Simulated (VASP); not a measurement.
# C3F4 (Pbcn) in VASP: notebook, part 2 of 2

VASP 6.6.1. Earlier steps stand in the parts before.

**3. Single point, PBE**

The input, INCAR:

```
SYSTEM = C3F4
ALGO     = Normal         ! electronic algorithm
EDIFF    = 1E-6           ! SCF threshold, eV
ENCUT    = 520            ! plane-wave cutoff, eV
GGA      = PE             ! functional
ISIF     = 2              ! what is computed and relaxed
ISMEAR   = 0              ! smearing method
LASPH    = .TRUE.         ! aspherical terms in the spheres
LCHARG   = .FALSE.        ! write CHGCAR
LREAL    = Auto         
LUSENCCL = .FALSE.      
LWAVE    = .FALSE.        ! write WAVECAR
NBANDS   = 100            ! bands
NELM     = 100            ! most SCF steps
PREC     = Accurate       ! precision mode
SIGMA    = 0.1            ! smearing width, eV
```

The input, KPOINTS:

```
k-points
0
G
  2 4 2
  0 0 0
```

The input, POSCAR:

```
C3F4
1.0
    8.2820000000      0.0000000000      0.0000000000
    0.0000000000      5.1400000000      0.0000000000
    0.0000000000      0.0000000000      8.2680000000
C F
12 16
Direct
    0.0000000000      0.9128000000      0.7500000000
    0.5000000000      0.5872000000      0.2500000000
    0.0000000000      0.0872000000      0.2500000000
    0.5000000000      0.4128000000      0.7500000000
    0.9446000000      0.6611000000      0.6950000000
    0.5554000000      0.8389000000      0.1950000000
    0.4446000000      0.8389000000      0.3050000000
    0.0554000000      0.6611000000      0.8050000000
    0.0554000000      0.3389000000      0.3050000000
    0.4446000000      0.1611000000      0.8050000000
    0.5554000000      0.1611000000      0.6950000000
    0.9446000000      0.3389000000      0.1950000000
    0.0911300000      0.0759000000      0.6573700000
    0.4088700000      0.4241000000      0.1573700000
    0.5911300000      0.4241000000      0.3426300000
    0.9088700000      0.0759000000      0.8426300000
    0.9088700000      0.9241000000      0.3426300000
    0.5911300000      0.5759000000      0.8426300000
    0.4088700000      0.5759000000      0.6573700000
    0.0911300000      0.9241000000      0.1573700000
    0.8475200000      0.5353000000      0.5977000000
    0.6524800000      0.9647000000      0.0977000000
    0.3475200000      0.9647000000      0.4023000000
    0.1524800000      0.5353000000      0.9023000000
    0.1524800000      0.4647000000      0.4023000000
    0.3475200000      0.0353000000      0.9023000000
    0.6524800000      0.0353000000      0.5977000000
    0.8475200000      0.4647000000      0.0977000000
```

Potentials or basis: VASP PAW PBE potentials, release 64 (C, F).

On the command line:

```bash
$ cat potpaw_PBE.64/C/POTCAR potpaw_PBE.64/F/POTCAR > POTCAR
$ mpirun -np 1 vasp_std > vasp.out
```

Wall time 79 s (1 × NVIDIA H100 80GB with 1 thread of AMD EPYC 7R13 (Zen 3), shared host); peak memory 1.5 GiB.

The run converged. Its results:

- Free energy: -159.3293 eV
- Pressure: 5.5 GPa
- Largest force: 1.110 eV/Å
- Band gap on the k mesh: 5.08 eV (least direct gap 5.13 eV)

Forces in eV/Å, atoms in the order of the input:
```
C    0.000 -0.108  0.000
C    0.000  0.108  0.000
C    0.000  0.108  0.000
C    0.000 -0.108  0.000
C   -0.786 -0.129 -0.774
C    0.786  0.129 -0.774
C   -0.786  0.129  0.774
C    0.786 -0.129  0.774
C    0.786  0.129  0.774
C   -0.786 -0.129  0.774
C    0.786 -0.129 -0.774
C   -0.786  0.129 -0.774
F    0.568  0.489 -0.572
F   -0.568 -0.489 -0.572
F    0.568 -0.489  0.572
F   -0.568  0.489  0.572
F   -0.568 -0.489  0.572
F    0.568  0.489  0.572
F   -0.568  0.489 -0.572
F    0.568 -0.489 -0.572
F   -0.352 -0.309 -0.363
F    0.352  0.309 -0.363
F   -0.352  0.309  0.363
F    0.352 -0.309  0.363
F    0.352  0.309  0.363
F   -0.352 -0.309  0.363
F    0.352 -0.309 -0.363
F   -0.352  0.309 -0.363
```

Stress tensor (GPa, compression positive):
```
5.58 0.00 0.00
0.00 5.42 0.00
0.00 0.00 5.57
```

Levels at points of the mesh, in eV from the valence-band top:
| k point | band 76 | band 77 | band 78 | band 79 | band 80 | band 81 | band 82 | band 83 | band 84 | band 85 |
| --- | --- | --- | --- | --- | --- | --- | --- | --- | --- | --- |
| (0.00, 0.00, 0.00) | -0.56 | -0.39 | -0.36 | -0.05 | -0.04 | 5.08 | 6.40 | 6.52 | 6.62 | 6.74 |
| (0.50, 0.00, 0.00) | -0.56 | -0.41 | -0.41 | -0.06 | -0.06 | 5.84 | 5.84 | 6.46 | 6.46 | 6.68 |
| (0.00, 0.50, 0.00) | -0.68 | -0.24 | -0.24 | 0.00 | 0.00 | 6.46 | 6.46 | 6.60 | 6.60 | 6.64 |
| (0.50, 0.50, 0.00) | -0.68 | -0.26 | -0.26 | -0.01 | -0.01 | 6.49 | 6.49 | 6.63 | 6.63 | 6.88 |
| (0.00, 0.00, 0.50) | -0.59 | -0.22 | -0.22 | -0.21 | -0.21 | 5.82 | 5.82 | 6.51 | 6.51 | 6.65 |
| (0.50, 0.00, 0.50) | -0.59 | -0.23 | -0.23 | -0.23 | -0.23 | 6.43 | 6.43 | 6.43 | 6.43 | 6.59 |
| (0.00, 0.50, 0.50) | -0.76 | -0.13 | -0.13 | -0.13 | -0.13 | 6.55 | 6.55 | 6.55 | 6.55 | 7.07 |
| (0.50, 0.50, 0.50) | -0.75 | -0.14 | -0.14 | -0.14 | -0.14 | 6.57 | 6.57 | 6.57 | 6.57 | 7.12 |

Caveat: the cell stands under pressure; this functional lacks dispersion, which holds the molecules together, so the pressure and a relaxed volume are unreliable; forces of over 1 eV/Å act on the atoms, so gaps and moduli don't describe the material at rest.

**4. Single point, PBE**

This run uses another cell than the first one, of 15.11 Å³/atom.

The input, INCAR:

```
  PREC = Accurate
  ENCUT = 520
  EDIFF = 1E-7
  ISMEAR = 0
  SIGMA = 0.1
  LREAL = Auto
  LASPH = T
  NELM = 100
  ALGO = Normal
  ISIF = 2
  LWAVE = F
  LCHARG = T
  GGA = PE
  LELF = T
  LVHAR = T
  NBANDS = 100
  LUSENCCL = F
```

The input, KPOINTS:

```
regular mesh
0
Gamma
  2 4 2
```

The input, POSCAR:

```
C3F4
1.0
    8.8199100033      0.0000000000      0.0000000000
    0.0000000000      5.4554083523      0.0000000000
    0.0000000000      0.0000000000      8.7904070230
C F
12 16
Direct
    0.0000000000      0.9147869578      0.7500000000
    0.5000000000      0.5852130422      0.2500000000
    0.0000000000      0.0852130422      0.2500000000
    0.5000000000      0.4147869578      0.7500000000
    0.9476820488      0.6749066988      0.6967088176
    0.5523179512      0.8250933012      0.1967088176
    0.4476820488      0.8250933012      0.3032911824
    0.0523179512      0.6749066988      0.8032911824
    0.0523179512      0.3250933012      0.3032911824
    0.4476820488      0.1749066988      0.8032911824
    0.5523179512      0.1749066988      0.6967088176
    0.9476820488      0.3250933012      0.1967088176
    0.0879478938      0.0688534741      0.6629332330
    0.4120521062      0.4311465259      0.1629332330
    0.5879478938      0.4311465259      0.3370667670
    0.9120521062      0.0688534741      0.8370667670
    0.9120521062      0.9311465259      0.3370667670
    0.5879478938      0.5688534741      0.8370667670
    0.4120521062      0.5688534741      0.6629332330
    0.0879478938      0.9311465259      0.1629332330
    0.8572838784      0.5553681930      0.6043485649
    0.6427161216      0.9446318070      0.1043485649
    0.3572838784      0.9446318070      0.3956514351
    0.1427161216      0.5553681930      0.8956514351
    0.1427161216      0.4446318070      0.3956514351
    0.3572838784      0.0553681930      0.8956514351
    0.6427161216      0.0553681930      0.6043485649
    0.8572838784      0.4446318070      0.1043485649
```

On the command line:

```bash
$ cat potpaw_PBE.64/C/POTCAR potpaw_PBE.64/F/POTCAR > POTCAR
$ mpirun -np 1 vasp_std > vasp.out
```

It took 2.3 min on 1 × NVIDIA H100 80GB with 1 thread of AMD EPYC 7R13 (Zen 3), shared host; peak memory 1.6 GiB.

The run converged. Its results:

* Free energy: -159.8204 eV
* Pressure: 1.0 GPa
* Largest force: 0.429 eV/Å
* Band gap on the k mesh: 4.99 eV (least direct gap 5.01 eV)

Forces in eV/Å, atoms in the order of the input:
```
C    0.000 -0.364  0.000
C    0.000  0.364  0.000
C    0.000  0.364  0.000
C    0.000 -0.364  0.000
C    0.197  0.175  0.209
C   -0.197 -0.175  0.209
C    0.197 -0.175 -0.209
C   -0.197  0.175 -0.209
C   -0.197 -0.175 -0.209
C    0.197  0.175 -0.209
C   -0.197  0.175  0.209
C    0.197 -0.175  0.209
F    0.194  0.220 -0.194
F   -0.194 -0.220 -0.194
F    0.194 -0.220  0.194
F   -0.194  0.220  0.194
F   -0.194 -0.220  0.194
F    0.194  0.220  0.194
F   -0.194  0.220 -0.194
F    0.194 -0.220 -0.194
F   -0.263 -0.213 -0.264
F    0.263  0.213 -0.264
F   -0.263  0.213  0.264
F    0.263 -0.213  0.264
F    0.263  0.213  0.264
F   -0.263 -0.213  0.264
F    0.263 -0.213 -0.264
F   -0.263  0.213 -0.264
```

Levels at points of the mesh, in eV from the valence-band top:
| k point | band 77 | band 78 | band 79 | band 80 | band 81 | band 82 | band 83 | band 84 |
| --- | --- | --- | --- | --- | --- | --- | --- | --- |
| (0.00, 0.00, 0.00) | -0.21 | -0.20 | -0.02 | -0.01 | 4.99 | 6.29 | 6.36 | 6.42 |
| (0.50, 0.00, 0.00) | -0.21 | -0.21 | -0.02 | -0.02 | 5.63 | 5.63 | 6.33 | 6.33 |
| (0.00, 0.50, 0.00) | -0.12 | -0.12 | 0.00 | 0.00 | 6.30 | 6.30 | 6.38 | 6.38 |
| (0.50, 0.50, 0.00) | -0.13 | -0.13 | 0.00 | 0.00 | 6.34 | 6.34 | 6.46 | 6.46 |
| (0.00, 0.00, 0.50) | -0.12 | -0.12 | -0.11 | -0.11 | 5.62 | 5.62 | 6.36 | 6.36 |
| (0.50, 0.00, 0.50) | -0.12 | -0.12 | -0.12 | -0.12 | 6.17 | 6.17 | 6.17 | 6.17 |
| (0.00, 0.50, 0.50) | -0.06 | -0.06 | -0.06 | -0.06 | 6.39 | 6.39 | 6.39 | 6.39 |
| (0.50, 0.50, 0.50) | -0.07 | -0.07 | -0.07 | -0.07 | 6.41 | 6.41 | 6.41 | 6.41 |

Caveat: this functional lacks dispersion, which holds the molecules together, so the pressure and a relaxed volume are unreliable.

**5. The runs side by side**

```csv
task,cell,cutoff (eV),gap on the mesh (eV),pressure (GPa),largest force (eV/Å)
relaxation of cell and atoms,"relaxed from a = 8.282, b = 5.140, c = 8.268 Å, 28 atoms, atomic positions A",600,4.98,0.1,0.03
single point,"a = 8.282, b = 5.140, c = 8.268 Å, 28 atoms, atomic positions A",520,5.08,5.5,1.11
single point,"a = 8.820, b = 5.455, c = 8.790 Å, 28 atoms, atomic positions B",520,4.99,1.0,0.43
```

Alike in all rows: level PBE; potentials or basis VASP PAW PBE potentials, release 64 (C, F); no spin polarisation; k mesh 2 × 4 × 2; smearing gaussian 0.1 eV.

Caveats: this functional lacks dispersion, which holds the molecules together, so the pressure and a relaxed volume are unreliable; the volume moved by over 15 % at a fixed basis, so the end points are rough (at least some runs); the cell stands under pressure (at least some runs); forces of over 1 eV/Å act on the atoms, so gaps and moduli don't describe the material at rest (at least some runs).

Total energies depend on the potentials used, so only differences within one code and one set of settings carry meaning.
